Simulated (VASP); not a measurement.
Mg5Se, 6 atoms in the cell. The structure is tetragonal, space group I4/mmm (No. 139). Conventional cell: a = 9.134 Å, b = 9.134 Å, c = 4.843 Å, α = 90.00°, β = 90.00°, γ = 90.00°. Within 4.0 Å of Mg (site symmetry m2m) lie 6 Mg at 3.03 to 3.26 Å and 2 Se at 3.88 Å. Within 3.2 Å of Mg (site symmetry 4/mmm) lie 2 Se at 2.42 Å and 4 Mg at 3.03 Å. Se (site symmetry 4/mmm) has 2 Mg at 2.42 Å within 3.2 Å. The cell was generated, and may not be a known phase.

* Program: VASP 6.6.1
* Task: single point
* Functional: PBE
* Potentials or basis: VASP PAW PBE potentials, release 64 (Mg, Se)
* Cutoff: 520 eV
* k mesh: 10 × 10 × 10
* Occupations: gaussian, width 0.1 eV
* Spin: no spin polarisation
* Dipole correction: no
* Further INCAR settings: ALGO = Normal; EDIFF = 1e-07; NBANDS = 17

Potentials or basis: VASP PAW PBE potentials, release 64 (Mg, Se).

Run with:

```console
$ cat potpaw_PBE.64/Mg/POTCAR potpaw_PBE.64/Se/POTCAR > POTCAR
$ mpirun -np 1 vasp_std > vasp.out
```

Hardware: 1 thread of Intel(R) Xeon(R) Platinum 8488C (Sapphire Rapids) (shared host).

Problem. How long does it take, and how much memory?

Solution. Run time: 6 min on 1 thread of Intel(R) Xeon(R) Platinum 8488C (Sapphire Rapids) (shared host), peak memory 0.64 GiB. Counts: scf iterations 16, k points 102.
